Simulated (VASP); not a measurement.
## NbP: single point with PBEsol

NbP:

```
Nb P
1.0
    -1.67492    1.67492    5.74011
     1.67492   -1.67492    5.74011
     1.67492    1.67492   -5.74011
Nb P
2 2
Direct
  0.24988 0.74988 0.50000
  0.49988 0.49988 0.00000
  0.83275 0.33275 0.50000
  0.08275 0.08275 0.00000
```

```yaml
Program: VASP 6.6.1
Task: single point
Functional: PBEsol
Potentials_or_basis: VASP PAW PBE potentials, release 64 (Nb_sv, P)
Cutoff: 520 eV
k_mesh: 8 × 8 × 8
Occupations: fermi-dirac, width 0.05 eV
Spin: no spin polarisation
Dipole_correction: no
Further_INCAR_settings: ALGO = Normal; EDIFF = 1e-06; NBANDS = 26
```

The pressure is -6.5 GPa. The largest force is 0.018 eV/Å and the band gap on the k mesh is zero (band 18 reaches 10.45 eV, above the bottom of band 19 at 10.41 eV).

Forces on the atoms (eV/Å):
```
Nb   0.000  0.000  0.018
Nb   0.000  0.000  0.018
P    0.000  0.000 -0.018
P    0.000  0.000 -0.018
```

Stress tensor (GPa, compression positive):
```
-6.56  0.00  0.00
 0.00 -6.56  0.00
 0.00  0.00 -6.48
```

Levels at points of the mesh, in eV from the Fermi level:
```tsv
k point	band 15	band 16	band 17	band 18	band 19	band 20	band 21	band 22
(0.00, 0.00, 0.00)	-2.14	-1.72	-1.34	-1.34	0.84	1.60	2.65	3.15
(0.50, 0.00, 0.00)	-2.29	-1.87	-1.51	-0.11	0.08	1.31	2.44	2.64
(0.50, 0.50, 0.00)	-2.83	-2.83	-0.44	-0.44	2.97	2.97	3.07	3.07
(0.50, 0.50, 0.50)	-2.68	-2.68	-0.50	-0.50	1.20	1.20	2.30	2.30
```

It took 3.2 min on 1 thread of Intel Xeon 6975P-C, with other jobs on the host, peak memory 0.36 GiB.

Caveat: the PAW data sets were made with another functional, which shifts forces and pressure a little.
